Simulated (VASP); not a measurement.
Ru: relaxation of the atoms with LDA

System: Ru, a slab with vacuum.

```
Ru
1.0
     2.67522    0.00000    0.00000
     0.00000    4.22445    0.00000
     0.00000    0.00000   16.77230
Ru
2
Cartesian
  2.0064 3.1683 8.0389
  0.6688 1.0561 8.7334
```

- Program: VASP 6.6.1
- Task: relaxation of the atoms
- Functional: LDA
- Potentials or basis: VASP PAW LDA potentials, release 64 (Ru_pv)
- Cutoff: 520 eV
- k mesh: 14 × 9 × 1
- Occupations: fermi-dirac, width 0.1 eV
- Spin: no spin polarisation
- Dipole correction: yes
- Further INCAR settings: ALGO = Normal; EDIFF = 1e-07; IBRION = 2; EDIFFG = -0.01; NSW = 32

```yaml
Energy_gained_by_relaxing: 0.0 meV/atom
Ionic_steps: 2
Largest_force_after_relaxing: 0.009 eV/Å
Band_gap_on_the_k_mesh: zero (bands 14 and 15 overlap by 0.54 eV)
```

Forces in eV/Å, atoms in the order of the input:
```
Ru   0.000  0.000 -0.009
Ru   0.000  0.000  0.009
```

Final structure:
```xyz
2
Lattice="2.6752 0.0000 0.0000 0.0000 4.2244 0.0000 0.0000 0.0000 16.7723" Properties=species:S:1:pos:R:3 pbc="T T T"
Ru    2.0064    3.1683    8.0380
Ru    0.6688    1.0561    8.7343
```

Levels at points of the mesh, in eV from the Fermi level:
| k point | band 10 | band 11 | band 12 | band 13 | band 14 | band 15 | band 16 | band 17 | band 18 |
| --- | --- | --- | --- | --- | --- | --- | --- | --- | --- |
| (0.00, 0.00, 0.00) | -1.81 | -1.57 | -1.35 | -1.03 | -0.51 | 0.31 | 0.67 | 1.17 | 2.49 |
| (0.50, 0.00, 0.00) | -3.40 | -0.47 | -0.47 | 0.13 | 0.13 | 0.50 | 0.50 | 4.94 | 4.94 |

Run time: 2.2 min on 1 thread of Intel(R) Xeon(R) Platinum 8488C (Sapphire Rapids), on a shared host, peak memory 0.28 GiB.
